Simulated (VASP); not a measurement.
Runs of VASP 6.6.1 on C. The structure is that of space group P6_3/mmc (No. 194), or close to it. The cells are those of the table. 

| task | cell | k mesh | cutoff (eV) | smearing | gap on the mesh (eV) | pressure (GPa) |
| --- | --- | --- | --- | --- | --- | --- |
| single point | a = 2.512, b = 2.512, c = 4.180 Å, angles 90.0, 90.0, 120.0°, 4 atoms | 9 × 9 × 6 | 520 | gaussian 0.01 eV | 3.34 | 0.6 |
| single point | a = 2.520, b = 2.520, c = 4.180 Å, angles 90.0, 90.0, 120.0°, 4 atoms | 9 × 9 × 4 | 520 | gaussian 0.1 eV | 3.32 | (a) |
| single point | a = 2.512, b = 2.512, c = 4.180 Å, angles 90.0, 90.0, 120.0°, 4 atoms | 9 × 9 × 6 | 520 | gaussian 0.02 eV | 3.34 | 0.6 |
| relaxation of cell and atoms | relaxed from a = 2.520, b = 2.520, c = 4.180 Å, angles 90.0, 90.0, 120.0°, 4 atoms | 9 × 9 × 6 | 600 | gaussian 0.02 eV | 3.34 | 0.0 |

Alike in all rows: level PBE; potentials or basis VASP PAW PBE potentials, release 64 (C); no spin polarisation.

Task: Estimate the missing entries.

Result: (a) -2.2.

A k mesh can miss the band edges.
